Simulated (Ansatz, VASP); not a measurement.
## PIr: VASP beside Ansatz

```xyz
2
Lattice="0.0000 2.0465 2.0465 2.0465 0.0000 2.0465 2.0465 2.0465 0.0000" Properties=species:S:1:pos:R:3 pbc="T T T"
Ir    0.0000    0.0000    0.0000
P     2.0465    2.0465    2.0465
```

Change from the starting cell: volume scaled by 0.6, LAPW.

Alike in both runs: task single point; functional LDA; k mesh 14 × 14 × 14; occupations fermi-dirac, width 0.08 eV; no spin polarisation.

```csv
,VASP,Ansatz
version,VASP 6.6.1,Ansatz 0.2.0
potentials or method,"VASP PAW LDA potentials, release 64 (Ir, P), cutoff 500 eV","all-electron LAPW, scalar-relativistic"
```

|  | VASP | Ansatz | Ansatz less VASP |
| --- | --- | --- | --- |
| pressure (GPa) | 404.7 | 389.1 | -15.54 |

LDA's correlation is that of Perdew and Zunger in VASP and of Perdew and Wang (1992) in Ansatz. Both programs put the cell under a high pressure, so it lies far from rest at this level. Ansatz ran all-electron here, and VASP with PAW potentials.

Spin-orbit coupling is off throughout. Noted on VASP's run: the cell as given lies far from equilibrium.
